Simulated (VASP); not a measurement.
# Ir (P6_3/mmc) in VASP: further runs

Runs on Ir. Level: LDA. Tasks: single point.

All numbers are computed with VASP 6.6.1; they aren't measurements. Logs are shortened: lines on timing, memory, paths and dates and some standing lists are left out, and cuts for length are marked.

### Step 1. The cell of the first run

Symmetry: P6_3/mmc, No. 194, hexagonal system. Conventional cell: a = 2.705 Å, b = 2.705 Å, c = 4.386 Å, α = 90.00°, β = 90.00°, γ = 120.00°. Within 3.6 Å of Ir (site symmetry -6m2) lie 12 Ir at 2.69 to 2.71 Å.

This isn't the form of Ir at room conditions, which is fcc.

### Step 2. Single point, LDA, collinear spin (13.90 Å³/atom)

Contents of INCAR:

```
PREC = Accurate
ENCUT = 560
EDIFF = 1E-6
ISMEAR = 0
SIGMA = 0.15
LREAL = False
LASPH = True
NELM = 200
ALGO = Normal
ISIF = 2
LWAVE = False
LCHARG = False
ISPIN = 2
MAGMOM = 0.5 0.5
LORBIT = 11
NUPDOWN = 1.0
LMAXMIX = 4
NBANDS = 28
GGA_COMPAT = False
```

Contents of KPOINTS:

```
regular mesh
0
Gamma
  21 21 12
```

Contents of POSCAR:

```
Ir
1.0
    2.7052421934      0.0000000000      0.0000000000
   -1.3526210967      2.3428084629      0.0000000000
    0.0000000000      0.0000000000      4.3862377053
Ir
2
Direct
    0.6666666667      0.3333333333      0.7500000000
    0.3333333333      0.6666666667      0.2500000000
```

Potentials or basis: VASP PAW LDA potentials, release 64 (Ir_sv_GW).

Started as:

```console
$ cat potpaw_LDA.64/Ir_sv_GW/POTCAR > POTCAR
$ mpirun -np 1 vasp_std > vasp.out
```

OUTCAR:

```text
PREC = Accurate
   ENCUT = 560
   EDIFF = 1E-6
   ISMEAR = 0
   LREAL = False
   LASPH = True
   NELM = 200
   ISIF = 2
   ISPIN = 2
   LORBIT = 11
   NUPDOWN = 1.0

 ion  position               nearest neighbor table
   1  0.667  0.333  0.750-   2 2.69   2 2.69   2 2.69   2 2.69   2 2.69   2 2.69
   2  0.333  0.667  0.250-   1 2.69   1 2.69   1 2.69   1 2.69   1 2.69   1 2.69

  LATTYP: Found a hexagonal cell.
 ALAT       =     2.7052421934
 C/A-ratio  =     1.6213844794

  Lattice vectors:

 A1 = (   2.7052421934,   0.0000000000,   0.0000000000)
 A2 = (  -1.3526210967,   2.3428084629,   0.0000000000)
 A3 = (   0.0000000000,   0.0000000000,   4.3862377053)

Analysis of symmetry for initial positions (statically):
=====================================================================
 Subroutine PRICEL returns:
 Original cell was already a primitive cell.

 Routine SETGRP: Setting up the symmetry group for a
 hexagonal supercell.

 Subroutine GETGRP returns: Found 24 space group operations
 (whereof 12 operations were pure point group operations)
 out of a pool of 24 trial point group operations.

The static configuration has the point symmetry D_3d.
 The point group associated with its full space group is D_6h.

Analysis of symmetry for dynamics (positions and initial velocities):
=====================================================================
 Subroutine PRICEL returns:
 Original cell was already a primitive cell.

 Routine SETGRP: Setting up the symmetry group for a
 hexagonal supercell.

 Subroutine GETGRP returns: Found 24 space group operations
 (whereof 12 operations were pure point group operations)
 out of a pool of 24 trial point group operations.

The dynamic configuration has the point symmetry D_3d.
 The point group associated with its full space group is D_6h.

Analysis of structural, dynamic, and magnetic symmetry:
=====================================================================
 Subroutine PRICEL returns:
 Original cell was already a primitive cell.

 Routine SETGRP: Setting up the symmetry group for a
 hexagonal supercell.

 Subroutine GETGRP returns: Found 24 space group operations
 (whereof 12 operations were pure point group operations)
 out of a pool of 24 trial point group operations.

The overall configuration has the point symmetry D_3d.
 The point group associated with its full space group is D_6h.

 Subroutine INISYM returns: Found 24 space group operations
 (whereof 12 operations are pure point group operations),
[... 119 lines left out ...]
  Thomas-Fermi vector in A             =   2.821404
   LORBIT       =     11    0 simple, 1 ext, 2 COOP (PROOUT), +10 PAW based schemes
   GGA     = CA    functional components
   LHFCALC =     F    Hartree Fock is set to
   AEXX    =    0.0000 exact exchange contribution
   IVDW    =     0    specifies the selected vdW correction
   LEPSILON=     F    determine dielectric tensor
   LRPA    =     F    only Hartree local field effects (RPA)
 spin polarized calculation
 Gauss-broadening in eV      SIGMA  =   0.15
  energy-cutoff  :      560.00
  volume of cell :       27.80
 maximum number of plane-waves:       852
 NGX is ok and might be reduce to    24
   NGX = 11   NGY = 11   NGZ = 17

 number of electron      34.0000000 magnetization       1.0000000

 Free energy of the ion-electron system (eV)
  ---------------------------------------------------
  ext. energy  EPLUGINS =         0.00000000
  ---------------------------------------------------
  free energy    TOTEN  =       -21.51500453 eV

  energy without entropy =      -21.48833272  energy(sigma->0) =      -21.50166863

 E-fermi :  12.7832     XC(G=0): -14.8940

 val. band max:       13.3784857389   @ k =   0.1905   0.0476   0.2500
 cond. band min:      12.7855417763   @ k =   0.2381   0.1429   0.2500
 fundamental gap:     -0.5929439626
 Fermi energy:        13.3831194236

 spin component 1

 k-point     1 :       0.0000    0.0000    0.0000
  band No.  band energies     occupation
      1     -79.6690      1.00000
      2     -79.5939      1.00000
      3     -37.2119      1.00000
      4     -36.4621      1.00000
      5     -36.4621      1.00000
      6     -36.3456      1.00000
[... 733 lines left out ...]
     27      33.6246      0.00000
     28      35.9666      0.00000

 [... further k-points ...]

 spin component 2

 k-point     1 :       0.0000    0.0000    0.0000
  band No.  band energies     occupation
      1     -79.4241      1.00000
      2     -79.3491      1.00000
      3     -36.9164      1.00000
      4     -36.1781      1.00000
      5     -36.1781      1.00000
      6     -36.0531      1.00000
[... 733 lines left out ...]
     27      33.7747      0.00000
     28      36.1385      0.00000

 [... further k-points ...]

------------------------ aborting loop because EDIFF is reached ----------------------------------------

  FORCE on cell =-STRESS in cart. coord.  units (eV):
  Direction    XX          YY          ZZ          XY          YZ          ZX
  --------------------------------------------------------------------------------------
  -------------------------------------------------------------------------------------
  Total        0.3702168      0.3702168      0.2619426      0.0000000      0.0000000      0.0000000
  in kB       21.3369141     21.3369141     15.0966884      0.0000000      0.0000000      0.0000000
  external PRESSURE =      19.2568389 kB  Pullay stress =       0.0000000 kB

 VOLUME and BASIS-vectors are now :
 -----------------------------------------------------------------------------
  energy-cutoff  :      560.00
  volume of cell :       27.80
      direct lattice vectors                 reciprocal lattice vectors
     2.705242193  0.000000000  0.000000000     0.369652670  0.213419069  0.000000000
    -1.352621097  2.342808463  0.000000000     0.000000000  0.426838137  0.000000000
     0.000000000  0.000000000  4.386237705     0.000000000  0.000000000  0.227985820

 POSITION                                       TOTAL-FORCE (eV/Angst)
 -----------------------------------------------------------------------------------
      1.35262      0.78094      3.28968        -0.000000      0.000000      0.000000
     -0.00000      1.56187      1.09656         0.000000      0.000000      0.000000
 -----------------------------------------------------------------------------------
    total drift:                               -0.000000      0.000000     -0.000000

  FREE ENERGIE OF THE ION-ELECTRON SYSTEM (eV)
  ---------------------------------------------------
  free  energy   TOTEN  =       -21.5150045348 eV

  energy  without entropy=      -21.4883327200  energy(sigma->0) =      -21.50166863

 total charge

# of ion       s       p       d       f       tot
--------------------------------------------------
    1        3.890   6.117   6.329   0.027  16.363
    2        3.890   6.117   6.329   0.027  16.363
--------------------------------------------------
tot          7.780  12.233  12.659   0.053  32.726

 magnetization (x)

# of ion       s       p       d       f       tot
--------------------------------------------------
    1        0.020   0.003   0.469   0.002   0.493
    2        0.020   0.003   0.469   0.002   0.493
--------------------------------------------------
tot          0.039   0.006   0.937   0.004   0.987
```

stdout:

```text
POSCAR found type information on POSCAR Ir
 POSCAR found :  1 types and       2 ions
 scaLAPACK will be used
 LDA part: xc-table for (Slater(with rela. corr.)+CA(PZ))
 , standard interpolation
 POSCAR, INCAR and KPOINTS ok, starting setup
 FFT: planning ... GRIDC
 FFT: planning ... GRID_SOFT
 FFT: planning ... GRID
 WAVECAR not read
 entering main loop
```

Wall time 3.5 min (1 thread of AMD EPYC 9R45 (Zen 5), shared host); peak memory 0.44 GiB.

What came out:

| Quantity | Value |
| --- | --- |
| Free energy | -21.5150 eV |
| Pressure | 1.9 GPa |
| Net moment | 1.00 μB per cell |
| Site moments | Ir +0.49 μB |
| Valence electrons inside the program's atomic spheres | Ir 16.36 |

Stress tensor (GPa, compression positive):
```
2.13 0.00 0.00
0.00 2.13 0.00
0.00 0.00 1.51
```

Caveat: spin-orbit coupling is left out, which moves the levels of the heavy elements; the total moment is fixed, so each spin has its own Fermi level and the state may be an excited one.

### Step 3. Single point, LDA, collinear spin (12.23 Å³/atom)

This run uses another cell than the first one, of 12.23 Å³/atom.

Contents of INCAR:

```
SYSTEM = Ir
PREC     = Accurate       ! precision mode
ENCUT    = 520            ! plane-wave cutoff, eV
EDIFF    = 1E-7           ! SCF threshold, eV
ISMEAR   = 0              ! smearing method
SIGMA    = 0.15           ! smearing width, eV
LREAL    = .False.        ! projectors in reciprocal space
LASPH    = .True.         ! aspherical terms in the spheres
NELM     = 150            ! most SCF steps
ALGO     = Normal         ! electronic algorithm
ISIF     = 2              ! what is computed and relaxed
LWAVE    = .False.        ! write WAVECAR
LCHARG   = .False.        ! write CHGCAR
ISPIN    = 2              ! spin polarisation
MAGMOM   = 0.8 0.8        ! initial moments
LORBIT   = 11             ! projections on sites
NUPDOWN  = 1.6            ! fixed moment
LMAXMIX  = 4              ! l up to which the mixer works
GGA      = CA             ! functional
NBANDS   = 20             ! bands
```

Contents of KPOINTS:

```
regular mesh
0
Gamma
  21 21 12
  0 0 0
```

Contents of POSCAR:

```
Ir
1.0
    2.5924095241      0.0000000000      0.0000000000
   -1.2962047621      2.2450925049      0.0000000000
    0.0000000000      0.0000000000      4.2032925665
Ir
2
Direct
    0.6666666667      0.3333333333      0.7500000000
    0.3333333333      0.6666666667      0.2500000000
```

Potentials or basis: VASP PAW LDA potentials, release 64 (Ir).

Started as:

```console
$ cat potpaw_LDA.64/Ir/POTCAR > POTCAR
$ mpirun -np 1 vasp_std > vasp.out
```

OUTCAR:

```text
SYSTEM = Ir
   PREC = Accurate
   ENCUT = 520
   EDIFF = 1E-7
   ISMEAR = 0
   LREAL = .False.
   LASPH = .True.
   NELM = 150
   ISIF = 2
   ISPIN = 2
   LORBIT = 11
   NUPDOWN = 1.6
   GGA = CA

 ion  position               nearest neighbor table
   1  0.667  0.333  0.750-   2 2.58   2 2.58   2 2.58   2 2.58   2 2.58   2 2.58
   2  0.333  0.667  0.250-   1 2.58   1 2.58   1 2.58   1 2.58   1 2.58   1 2.58

  LATTYP: Found a hexagonal cell.
 ALAT       =     2.5924095241
 C/A-ratio  =     1.6213844794

  Lattice vectors:

 A1 = (   2.5924095241,   0.0000000000,   0.0000000000)
 A2 = (  -1.2962047621,   2.2450925049,   0.0000000000)
[... 1324 lines left out ...]
 -----------------------------------------------------------------------------
  energy-cutoff  :      520.00
  volume of cell :       24.46
      direct lattice vectors                 reciprocal lattice vectors
     2.592409524  0.000000000  0.000000000     0.385741524  0.222707973  0.000000000
    -1.296204762  2.245092505  0.000000000     0.000000000  0.445415945  0.000000000
     0.000000000  0.000000000  4.203292567     0.000000000  0.000000000  0.237908731

 POSITION                                       TOTAL-FORCE (eV/Angst)
 -----------------------------------------------------------------------------------
      1.29620      0.74836      3.15247         0.000000      0.000000      0.000000
     -0.00000      1.49673      1.05082        -0.000000      0.000000      0.000000
 -----------------------------------------------------------------------------------
    total drift:                                0.000000     -0.000000     -0.000000

  FREE ENERGIE OF THE ION-ELECTRON SYSTEM (eV)
  ---------------------------------------------------
  free  energy   TOTEN  =       -19.2537200706 eV

  energy  without entropy=      -19.2322762907  energy(sigma->0) =      -19.24299818

 total charge

# of ion       s       p       d       tot
------------------------------------------
    1        0.769   0.955   7.288   9.011
    2        0.769   0.955   7.288   9.011
--------------------------------------------------
tot          1.537   1.909  14.576  18.022

 magnetization (x)

# of ion       s       p       d       tot
------------------------------------------
    1        0.006   0.021   0.748   0.775
    2        0.006   0.021   0.748   0.775
--------------------------------------------------
tot          0.013   0.043   1.495   1.551
```

OSZICAR:

```text
N       E                     dE             d eps       ncg     rms          rms(c)
DAV:   1     0.157630708084E+03    0.15763E+03   -0.78669E+03 26928   0.905E+02
DAV:   2    -0.158561698885E+02   -0.17349E+03   -0.15512E+03 27428   0.276E+02
DAV:   3    -0.201824970739E+02   -0.43263E+01   -0.42733E+01 32068   0.527E+01
DAV:   4    -0.202398653941E+02   -0.57368E-01   -0.57335E-01 31948   0.504E+00
DAV:   5    -0.202414682604E+02   -0.16029E-02   -0.16028E-02 33420   0.870E-01    0.364E+01
DAV:   6    -0.194927938826E+02    0.74867E+00   -0.50945E-01 35600   0.879E+00    0.176E+01
DAV:   7    -0.192737345614E+02    0.21906E+00   -0.17623E-01 37304   0.485E+00    0.790E+00
DAV:   8    -0.192596186410E+02    0.14116E-01   -0.65148E-03 39296   0.664E-01    0.130E+00
DAV:   9    -0.192536355106E+02    0.59831E-02   -0.50777E-03 31768   0.817E-01    0.341E-01
DAV:  10    -0.192537153306E+02   -0.79820E-04   -0.41463E-04 36372   0.204E-01    0.893E-02
DAV:  11    -0.192537188789E+02   -0.35484E-05   -0.13947E-05 32500   0.360E-02    0.344E-02
DAV:  12    -0.192537209726E+02   -0.20937E-05   -0.69989E-07 34064   0.624E-03    0.295E-02
DAV:  13    -0.192537200687E+02    0.90393E-06   -0.78170E-07 32804   0.849E-03    0.334E-03
DAV:  14    -0.192537200706E+02   -0.19227E-08   -0.21640E-08 15992   0.136E-03
   1 F= -.19253720E+02 E0= -.19242998E+02  d E =-.214438E-01  mag=     1.6000
```

It took 8.1 min on 1 thread of Intel Xeon 8259CL, shared host; peak memory 0.32 GiB.

Results:

```yaml
Free_energy: -19.2537 eV
Pressure: 83.1 GPa
Net_moment: 1.60 μB per cell
Site_moments: Ir +0.78 μB
```

Stress tensor (GPa, compression positive):
```
82.62  0.00  0.00
 0.00 82.62  0.00
 0.00  0.00 84.13
```

Caveat: the cell stands under pressure; spin-orbit coupling is left out, which moves the levels of the heavy elements; the total moment is fixed, so each spin has its own Fermi level and the state may be an excited one.

### Step 4. Single point, LDA, collinear spin (12.23 Å³/atom)

This run uses another cell than the first one, of 12.23 Å³/atom.

Contents of INCAR:

```
SYSTEM = Ir
  ALGO = Normal
  EDIFF = 1E-7
  ENCUT = 520
  GGA = CA
  ISIF = 2
  ISMEAR = 0
  ISPIN = 2
  LASPH = .True.
  LCHARG = .False.
  LMAXMIX = 4
  LORBIT = 11
  LREAL = .False.
  LWAVE = .False.
  MAGMOM = 0.6 0.6
  NBANDS = 20
  NELM = 150
  NUPDOWN = 1.2
  PREC = Accurate
  SIGMA = 0.15
```

Contents of KPOINTS:

```
k-points
0
Gamma
  21 21 12
  0 0 0
```

POSCAR is that of step 3.

Potentials or basis: VASP PAW LDA potentials, release 64 (Ir).

Started as:

```console
$ cat potpaw_LDA.64/Ir/POTCAR > POTCAR
$ mpirun -np 1 vasp_std > vasp.out
```

OUTCAR:

```text
SYSTEM = Ir
   EDIFF = 1E-7
   ENCUT = 520
   GGA = CA
   ISIF = 2
   ISMEAR = 0
   ISPIN = 2
   LASPH = .True.
   LORBIT = 11
   LREAL = .False.
   NELM = 150
   NUPDOWN = 1.2
   PREC = Accurate

 ion  position               nearest neighbor table
   1  0.667  0.333  0.750-   2 2.58   2 2.58   2 2.58   2 2.58   2 2.58   2 2.58
   2  0.333  0.667  0.250-   1 2.58   1 2.58   1 2.58   1 2.58   1 2.58   1 2.58

  LATTYP: Found a hexagonal cell.
 ALAT       =     2.5924095241
 C/A-ratio  =     1.6213844794

  Lattice vectors:

 A1 = (   2.5924095241,   0.0000000000,   0.0000000000)
 A2 = (  -1.2962047621,   2.2450925049,   0.0000000000)
[... 1324 lines left out ...]
 -----------------------------------------------------------------------------
  energy-cutoff  :      520.00
  volume of cell :       24.46
      direct lattice vectors                 reciprocal lattice vectors
     2.592409524  0.000000000  0.000000000     0.385741524  0.222707973  0.000000000
    -1.296204762  2.245092505  0.000000000     0.000000000  0.445415945  0.000000000
     0.000000000  0.000000000  4.203292567     0.000000000  0.000000000  0.237908731

 POSITION                                       TOTAL-FORCE (eV/Angst)
 -----------------------------------------------------------------------------------
      1.29620      0.74836      3.15247        -0.000000      0.000000      0.000000
     -0.00000      1.49673      1.05082         0.000000      0.000000      0.000000
 -----------------------------------------------------------------------------------
    total drift:                                0.000000     -0.000000     -0.000000

  FREE ENERGIE OF THE ION-ELECTRON SYSTEM (eV)
  ---------------------------------------------------
  free  energy   TOTEN  =       -19.4881203693 eV

  energy  without entropy=      -19.4669939058  energy(sigma->0) =      -19.47755714

 total charge

# of ion       s       p       d       tot
------------------------------------------
    1        0.768   0.958   7.283   9.009
    2        0.768   0.958   7.283   9.009
--------------------------------------------------
tot          1.536   1.916  14.566  18.018

 magnetization (x)

# of ion       s       p       d       tot
------------------------------------------
    1        0.005   0.014   0.562   0.581
    2        0.005   0.014   0.562   0.581
--------------------------------------------------
tot          0.009   0.029   1.124   1.162
```

It took 7.4 min on 1 thread of Intel Xeon 8259CL, shared host; peak memory 0.32 GiB.

Results:

| Item | Value |
| --- | --- |
| Free energy | -19.4881 eV |
| Pressure | 79.7 GPa |
| Net moment | 1.20 μB per cell |
| Site moments | Ir +0.58 μB |

Stress tensor (GPa, compression positive):
```
79.39  0.00  0.00
 0.00 79.39  0.00
 0.00  0.00 80.25
```

Caveat: the cell stands under pressure; spin-orbit coupling is left out, which moves the levels of the heavy elements; the total moment is fixed, so each spin has its own Fermi level and the state may be an excited one.

### Step 5. Overview

```tsv
potentials or basis	fixed moment (μB)	cell	cutoff (eV)	pressure (GPa)	moment (μB)
VASP PAW LDA potentials, release 64 (Ir_sv_GW)	1.0	a = 2.705, b = 2.705, c = 4.386 Å, angles 90.0, 90.0, 120.0°, 2 atoms	560	1.9	1.00
VASP PAW LDA potentials, release 64 (Ir)	1.6	a = 2.592, b = 2.592, c = 4.203 Å, angles 90.0, 90.0, 120.0°, 2 atoms	520	83.1	1.60
VASP PAW LDA potentials, release 64 (Ir)	1.2	a = 2.592, b = 2.592, c = 4.203 Å, angles 90.0, 90.0, 120.0°, 2 atoms	520	79.7	1.20
```

Alike in all rows: task single point; level LDA; spin collinear; k mesh 21 × 21 × 12; smearing gaussian 0.15 eV.

Caveats: spin-orbit coupling is left out, which moves the levels of the heavy elements; the total moment is fixed, so each spin has its own Fermi level and the state may be an excited one; the cell stands under pressure (at least some runs).

Absolute energies hang on the potentials; compare differences alone.
